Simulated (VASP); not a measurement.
Wanted: the native input for a VASP 6.6.1 run.

| Property | Result |
| --- | --- |
| Task | single point |
| Functional | PBE |
| Potentials or basis | VASP PAW PBE potentials, release 64 (Hf_pv, C) |
| Cutoff | 520 eV |
| k mesh | 8 × 8 × 8 |
| Occupations | fermi-dirac, width 0.05 eV |
| Spin | no spin polarisation |
| Dipole correction | no |
| Further INCAR settings | ALGO = Normal; EDIFF = 1e-07; NBANDS = 14 |

The structure of HfC lies in POSCAR:

```
HfC
1.0
    0.0000000000      2.3250000000      2.2785000000
    2.3250000000      0.0000000000      2.2785000000
    2.3250000000      2.3250000000      0.0000000000
Hf C
1 1
Direct
    0.5000000000      0.5000000000      0.5000000000
    0.0000000000      0.0000000000      0.0000000000
```

These files were run (other wordings do the same):

INCAR

```
PREC = Accurate
ENCUT = 520
EDIFF = 1E-7
ISMEAR = -1
SIGMA = 0.05
LREAL = F
LASPH = T
NELM = 100
ALGO = Normal
ISIF = 2
LWAVE = F
LCHARG = T
GGA = PE
LELF = T
LVHAR = T
NBANDS = 14
```

KPOINTS

```
Automatic mesh
0
Gamma
  8 8 8
```

Potentials or basis: VASP PAW PBE potentials, release 64 (Hf_pv, C).

Launch:

```bash
$ cat potpaw_PBE.64/Hf_pv/POTCAR potpaw_PBE.64/C/POTCAR > POTCAR
$ mpirun -np 1 vasp_std > vasp.out
```

Results of the run:

* Pressure: 4.7 GPa
* Band gap on the k mesh: zero (band 7 reaches 7.20 eV, above the bottom of band 8 at 5.59 eV)

Caveat: spin-orbit coupling is left out, which moves the levels of the heavy elements.

Run time: 14 s on 1 thread of AMD EPYC 7R13 Processor (Zen 3), on a shared host, peak memory 0.12 GiB.
